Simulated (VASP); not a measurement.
A run of VASP 6.6.1 is set up as follows.

Contents of INCAR:

```
SYSTEM = PbSe
PREC = Accurate
ENCUT = 520
EDIFF = 1E-6
ISMEAR = 0
SIGMA = 0.03
LREAL = .False.
LASPH = .True.
NELM = 80
ALGO = Normal
ISIF = 2
LWAVE = .False.
LCHARG = .False.
GGA = PE
IVDW = 12
NBANDS = 17
```

File KPOINTS:

```
Automatic mesh
0
Gamma
  10 10 10
  0 0 0
```

File POSCAR:

```
PbSe
1.0
   -0.3373796071      3.2357771410      3.0670873374
    3.2357771410     -0.3373796071      3.0670873374
    2.8983975338      2.8983975338      0.0000000000
Pb Se
1 1
Direct
    0.0000000000      0.0000000000      0.0000000000
    0.5000000000      0.5000000000      0.5000000000
```

Potentials or basis: VASP PAW PBE potentials, release 64 (Pb_d, Se).

Command:

```console
$ cat potpaw_PBE.64/Pb_d/POTCAR potpaw_PBE.64/Se/POTCAR > POTCAR
$ mpirun -np 1 vasp_std > vasp.out
```

Question: What does it give for the pressure?

Answer: -1.9 GPa.

Question: Predict the band gap on the k mesh.

Answer: Zero (bands 10 and 11 overlap by 0.30 eV).

Stress tensor (GPa, compression positive):
```
-2.94  3.26  0.00
 3.26 -2.94  0.00
 0.00  0.00  0.32
```

Caveat: semilocal functionals underestimate gaps, and a narrow one can read as zero; spin-orbit coupling is left out, which moves the levels of the heavy elements.
